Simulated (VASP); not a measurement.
# Ta (Cmcm) in VASP: single point with PBE

Aim: the single point of Ta with PBE.

Program: VASP 6.6.1. These are calculated values, not measurements. Logs are shortened: lines on timing, memory, paths and dates and some standing lists are left out, and cuts for length are marked.

### 1 The cell of the first run

The structure is orthorhombic, space group Cmcm (No. 63). The conventional cell has a = 3.303 Å, b = 4.671 Å, c = 4.671 Å, α = 90.00°, β = 90.00°, γ = 90.00°. Ta (site symmetry m2m) has 14 Ta at 2.86 to 3.41 Å within 3.8 Å.

### 2 Single point, PBE (atoms displaced along a vibrational mode)

INCAR reads:

```
SYSTEM = Ta
PREC = Accurate ; ENCUT = 500
EDIFF = 1E-6 ; ISMEAR = 0
SIGMA = 0.15 ; LREAL = .FALSE.
LASPH = .TRUE. ; NELM = 120
ALGO = Normal ; ISIF = 2
LWAVE = .FALSE. ; LCHARG = .FALSE.
GGA = PE ; NBANDS = 18
GGA_COMPAT = .FALSE.
```

KPOINTS reads:

```
Automatic mesh
0
G
  18 18 10
  0 0 0
```

POSCAR reads:

```
Ta
1.0
   -1.6512800000      1.6512800000      1.6512800000
    1.6512800000     -1.6512800000      1.6512800000
    3.3025600000      3.3025600000      0.0000000000
Ta
2
Direct
   -0.0160581514      0.0160581514      0.0000000000
    0.5160581514      0.4839418486      0.5000000000
```

Potentials or basis: VASP PAW PBE potentials, release 64 (Ta_pv).

Launch:

```sh
$ cat potpaw_PBE.64/Ta_pv/POTCAR > POTCAR
$ mpirun -np 1 vasp_std > vasp.out
```

OUTCAR:

```text
SYSTEM = Ta
   PREC = Accurate
   ENCUT = 500
   EDIFF = 1E-6
   ISMEAR = 0
   LREAL = .FALSE.
   LASPH = .TRUE.
   NELM = 120
   ISIF = 2
   GGA = PE

 ion  position               nearest neighbor table
   1  0.984  0.016  0.000-   2 2.86   2 2.86   2 2.86   2 2.86   2 3.20   2 3.20   2 3.41   2 3.41

   2  0.516  0.484  0.500-   1 2.86   1 2.86   1 2.86   1 2.86   1 3.20   1 3.20   1 3.41   1 3.41

  LATTYP: Found a base centered orthorhombic cell.
 ALAT       =     3.3025600000
 B/A-ratio  =     1.4142135624
 C/A-ratio  =     1.4142135624

  Lattice vectors:

 A1 = (  -1.6512800000,   1.6512800000,   1.6512800000)
 A2 = (   1.6512800000,  -1.6512800000,   1.6512800000)
 A3 = (   3.3025600000,   3.3025600000,   0.0000000000)

Analysis of symmetry for initial positions (statically):
=====================================================================
 Subroutine PRICEL returns:
 Original cell was already a primitive cell.

 Routine SETGRP: Setting up the symmetry group for a
 base centered orthorhombic supercell.

 Subroutine GETGRP returns: Found  8 space group operations
 (whereof  4 operations were pure point group operations)
 out of a pool of  8 trial point group operations.

The static configuration has the point symmetry C_2v.
 The point group associated with its full space group is D_2h.

Analysis of symmetry for dynamics (positions and initial velocities):
=====================================================================
 Subroutine PRICEL returns:
 Original cell was already a primitive cell.

 Routine SETGRP: Setting up the symmetry group for a
 base centered orthorhombic supercell.

 Subroutine GETGRP returns: Found  8 space group operations
 (whereof  4 operations were pure point group operations)
 out of a pool of  8 trial point group operations.

The dynamic configuration has the point symmetry C_2v.
 The point group associated with its full space group is D_2h.

 Subroutine INISYM returns: Found  8 space group operations
 (whereof  4 operations are pure point group operations),
 and found     1 'primitive' translations

----------------------------------------------------------------------------------------

                                     Primitive cell

  volume of cell :      36.0207

  direct lattice vectors                    reciprocal lattice vectors
    -1.651280000  1.651280000  1.651280000    -0.151397704  0.151397704  0.302795407
[... 85 lines left out ...]
   NELM   =    120;   NELMIN=  2; NELMDL= -5     # of ELM steps
   EDIFF  = 0.1E-05   stopping-criterion for ELM
   LREAL  =      F    real-space projection
   EDIFFG = 0.1E-04   stopping-criterion for IOM
   NSW    =      0    number of steps for IOM
   IBRION =     -1    ionic relax: 0-MD 1-quasi-New 2-CG
   NFREE  =      0    steps in history (QN), initial steepest desc. (CG)
   ISIF   =      2    stress and relaxation
   ISYM   =      2    0-nonsym 1-usesym 2-fastsym
   POTIM  = 0.5000    time-step for ionic-motion
   TEBEG  =    0.0;   TEEND  =   0.0 temperature during run
   PSTRESS=    0.0 pullay stress
   NELECT =      22.0000    total number of electrons
   NUPDOWN=      -1.0000    fix difference up-down
   EMIN   =  10.00;   EMAX   =-10.00  energy-range for DOS
   EFERMI =   0.00;   METHOD = LEGACY
   ISMEAR =     0;   SIGMA  =   0.15  broadening in eV -4-tet -1-fermi 0-gaus
   EFERMI_NEDOS =   21; number of points for ismear=-14 and -15
   IALGO  =     38    algorithm
   IMIX   =      4    mixing-type and parameters
     AMIX     =   0.40;   BMIX     =  1.00
     AMIX_MAG =   1.60;   BMIX_MAG =  1.00
  volume/ion in A,a.u.               =      18.01       121.54
  Fermi-wavevector in a.u.,A,eV,Ry     =   1.388988  2.624806 26.249534  1.929286
  Thomas-Fermi vector in A             =   2.513061
   LORBIT       =      0    0 simple, 1 ext, 2 COOP (PROOUT), +10 PAW based schemes
   GGA     = PE    functional components
   LHFCALC =     F    Hartree Fock is set to
   AEXX    =    0.0000 exact exchange contribution
   IVDW    =     0    specifies the selected vdW correction
   LEPSILON=     F    determine dielectric tensor
   LRPA    =     F    only Hartree local field effects (RPA)
 non-spin polarized calculation
 Gauss-broadening in eV      SIGMA  =   0.15
  energy-cutoff  :      500.00
  volume of cell :       36.02
 maximum number of plane-waves:       932
 NGX is ok and might be reduce to    24
   NGX = 11   NGY = 11   NGZ = 17

 number of electron      22.0000001 magnetization

 Free energy of the ion-electron system (eV)
  ---------------------------------------------------
  ext. energy  EPLUGINS =         0.00000000
  ---------------------------------------------------
  free energy    TOTEN  =       -23.60338559 eV

  energy without entropy =      -23.57284847  energy(sigma->0) =      -23.58811703

 E-fermi :   5.5306     XC(G=0): -12.6177

 val. band max:        5.5266229729   @ k =   0.1667   0.1667   0.2000
 cond. band min:       5.5323006725   @ k =  -0.3333   0.1667   0.2000
 fundamental gap:      0.0056776996
 Fermi energy:         5.5305585721

 k-point     1 :       0.0000    0.0000    0.0000
  band No.  band energies     occupation
      1     -28.7527      2.00000
      2     -27.9569      2.00000
      3     -27.5956      2.00000
      4     -27.5860      2.00000
      5     -27.5799      2.00000
      6     -27.5775      2.00000
[... 481 lines left out ...]
      5     -27.6392      2.00000
      6     -27.6166      2.00000
[... 10 lines left out ...]
     17      11.0288      0.00000
     18      14.8332      0.00000

 [... further k-points ...]

------------------------ aborting loop because EDIFF is reached ----------------------------------------

  FORCE on cell =-STRESS in cart. coord.  units (eV):
  Direction    XX          YY          ZZ          XY          YZ          ZX
  --------------------------------------------------------------------------------------
  -------------------------------------------------------------------------------------
  Total        0.7736008      0.7736008      0.7791666      0.0104029     -0.0000000      0.0000000
  in kB       34.4092625     34.4092625     34.6568219      0.4627160     -0.0000000      0.0000000
  external PRESSURE =      34.4917823 kB  Pullay stress =       0.0000000 kB

 VOLUME and BASIS-vectors are now :
 -----------------------------------------------------------------------------
  energy-cutoff  :      500.00
  volume of cell :       36.02
      direct lattice vectors                 reciprocal lattice vectors
    -1.651280000  1.651280000  1.651280000    -0.151397704  0.151397704  0.302795407
     1.651280000 -1.651280000  1.651280000     0.151397704 -0.151397704  0.302795407
     3.302560000  3.302560000  0.000000000     0.151397704  0.151397704  0.000000000

 POSITION                                       TOTAL-FORCE (eV/Angst)
 -----------------------------------------------------------------------------------
     -1.59825      1.59825      1.65128        -0.287408      0.287408      0.000000
      1.59825      1.70431      1.65128         0.287408     -0.287408      0.000000
 -----------------------------------------------------------------------------------
    total drift:                               -0.000000     -0.000000      0.000000

  FREE ENERGIE OF THE ION-ELECTRON SYSTEM (eV)
  ---------------------------------------------------
  free  energy   TOTEN  =       -23.6033855873 eV

  energy  without entropy=      -23.5728484713  energy(sigma->0) =      -23.58811703
```

OSZICAR:

```text
N       E                     dE             d eps       ncg     rms          rms(c)
DAV:   1     0.168157176262E+03    0.16816E+03   -0.12189E+04 19664   0.122E+03
DAV:   2    -0.203050333309E+02   -0.18846E+03   -0.18526E+03 24432   0.353E+02
DAV:   3    -0.244934187778E+02   -0.41884E+01   -0.41329E+01 22854   0.497E+01
DAV:   4    -0.245233525150E+02   -0.29934E-01   -0.29887E-01 21958   0.442E+00
DAV:   5    -0.245235747778E+02   -0.22226E-03   -0.22225E-03 21842   0.359E-01    0.191E+01
DAV:   6    -0.238185435345E+02    0.70503E+00   -0.74359E-01 21472   0.768E+00    0.936E+00
DAV:   7    -0.236057385297E+02    0.21281E+00   -0.64638E-01 21938   0.677E+00    0.517E-01
DAV:   8    -0.236034446041E+02    0.22939E-02   -0.11555E-02 21754   0.954E-01    0.148E-01
DAV:   9    -0.236033989032E+02    0.45701E-04   -0.28397E-04 22038   0.157E-01    0.405E-02
DAV:  10    -0.236033855242E+02    0.13379E-04   -0.25528E-05 23836   0.493E-02    0.126E-02
DAV:  11    -0.236033855873E+02   -0.63104E-07   -0.27937E-06 18006   0.162E-02
   1 F= -.23603386E+02 E0= -.23588117E+02  d E =-.305371E-01
```

stdout:

```text
POSCAR found type information on POSCAR Ta
 POSCAR found :  1 types and       2 ions
 scaLAPACK will be used
 LDA part: xc-table for (Slater+PW92), standard interpolation
 POSCAR, INCAR and KPOINTS ok, starting setup
 FFT: planning ... GRIDC
 FFT: planning ... GRID_SOFT
 FFT: planning ... GRID
 WAVECAR not read
 entering main loop
```

Wall time 4.6 min (1 thread of Intel Xeon 8259CL, shared host); peak memory 0.38 GiB.

What came out:

```
Free energy            : -23.6034 eV
Pressure               : 3.4 GPa
Largest force          : 0.406 eV/Å
Band gap on the k mesh : zero (bands 11 and 12 overlap by 2.76 eV)
```

Forces in eV/Å, atoms in the order of the input:
```
Ta  -0.287  0.287  0.000
Ta   0.287 -0.287  0.000
```

Caveat: the cell differs from its parent crystal (atoms displaced along a vibrational mode); the cell stands under pressure; spin-orbit coupling is left out, which moves the levels of the heavy elements.
